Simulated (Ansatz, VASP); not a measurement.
# MgBe2SeO2 in VASP and in Ansatz

```xyz
6
Lattice="2.4320 -7.8096 0.0000 2.4320 7.8096 0.0000 0.0000 0.0000 2.4870" Properties=species:S:1:pos:R:3 pbc="T T T"
Mg    2.4320    0.0000    1.2435
Be    1.2160   -3.9048    1.2435
Be    1.2160    3.9048    1.2435
Se    0.0000    0.0000    0.0000
O     2.4320   -3.8506    0.0000
O     2.4320    3.8506    0.0000
```

Change from the starting cell: species swapped into the CeAlCu2Ni2 type (Cmmm, No. 65).

Alike in both runs: functional PBE; k mesh 4 × 4 × 6; occupations gaussian, width 0.1 eV; no spin polarisation.

Ansatz relaxed the structure, and its values are those at the end. VASP's run is a single point on that final structure, the one shown.

```csv
,VASP,Ansatz
version,VASP 6.6.1,Ansatz 0.2.0
potentials or method,"VASP PAW PBE potentials, release 64 (Mg, Be, Se, O), cutoff 520 eV","scalar-relativistic, plane waves, PAW"
valence electrons in the cell,24,42
```

VASP gave:

```
gap on the k mesh at the Fermi level (eV) : none
pressure (GPa)                            : 0.3
```

Question: What did Ansatz give for the same quantities?

Answer: gap on the k mesh at the Fermi level (eV): none; pressure (GPa): 0.2.

A gap of «none» marks a metal or a gap that the smearing closes. VASP's potentials hold 24 valence electrons a cell and Ansatz's 42, so a difference there can come from the potentials and not from the codes.

The k mesh is coarse, so the values compare programs but aren't converged.
